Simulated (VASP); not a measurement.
Here is a VASP 6.6.1 calculation.

INCAR

```
SYSTEM = Al
PREC = Accurate ; ENCUT = 520
EDIFF = 1E-6 ; ISMEAR = 0
SIGMA = 0.15 ; LREAL = .False.
LASPH = .True. ; NELM = 100
ALGO = Fast ; ISIF = 2
LWAVE = .False. ; LCHARG = .False.
NBANDS = 10
```

KPOINTS

```
regular mesh
0
Gamma
  18 18 10
  0 0 0
```

Contents of POSCAR:

```
Al
1.0
    2.7814000000      0.0000000000      0.0000000000
   -1.3907000000      2.4087630581      0.0000000000
    0.0000000000      0.0000000000      4.5691000000
Al
2
Direct
    0.6666666667      0.3333333333      0.7500000000
    0.3333333333      0.6666666667      0.2500000000
```

Potentials or basis: VASP PAW LDA potentials, release 64 (Al).

The run is started by

```console
$ cat potpaw_LDA.64/Al/POTCAR > POTCAR
$ mpirun -np 1 vasp_std > vasp.out
```

(1) Predict the band gap on the k mesh.

(2) What does it give for the pressure?

Results:

(1) zero (bands 3 and 4 overlap by 7.53 eV).

(2) 3.7 GPa.

Caveat: the cell stands under pressure.
